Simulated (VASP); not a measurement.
## Rh: electric field gradients with PBE

Crystal: Rh.

```
Rh
1.0
     0.00000    1.93884    1.93884
     1.93884    0.00000    1.93884
     1.93884    1.93884    0.00000
Rh
1
Direct
  0.00000 0.00000 0.00000
```

This cell differs from its parent crystal: volume scaled by 1.06.

| Item | Value |
| --- | --- |
| Program | VASP 6.6.1 |
| Task | electric field gradients |
| Functional | PBE |
| Potentials or basis | VASP PAW PBE potentials, release 64 (Rh_pv) |
| Cutoff | 520 eV |
| k mesh | 16 × 16 × 16 |
| Occupations | fermi-dirac, width 0.08 eV |
| Spin | no spin polarisation |
| Dipole correction | no |
| Further INCAR settings | ALGO = Normal; EDIFF = 1e-08; NBANDS = 14 |

* Pressure: -8.3 GPa

Levels at points of the mesh, in eV from the Fermi level:
| k point | band 3 | band 4 | band 5 | band 6 | band 7 | band 8 | band 9 | band 10 | band 11 | band 12 |
| --- | --- | --- | --- | --- | --- | --- | --- | --- | --- | --- |
| (0.00, 0.00, 0.00) | -46.27 | -7.52 | -2.80 | -2.80 | -2.80 | -0.90 | -0.90 | 16.03 | 20.72 | 21.16 |
| (0.50, 0.00, 0.00) | -46.35 | -5.64 | -2.87 | -2.87 | 0.52 | 0.52 | 0.81 | 8.07 | 15.51 | 20.72 |
| (0.50, 0.50, 0.00) | -46.49 | -5.77 | -5.43 | 0.49 | 0.90 | 0.90 | 3.21 | 11.56 | 12.99 | 12.99 |

Run time: 32 s on 1 thread of Intel(R) Xeon(R) Platinum 8259CL CPU @ 2.50GHz (Skylake/Cascade Lake) (shared host), peak memory 0.14 GiB.

Caveat: without QUAD_EFG the Cq values of the log hold for a quadrupole moment of 1 mb, not for the nuclei.
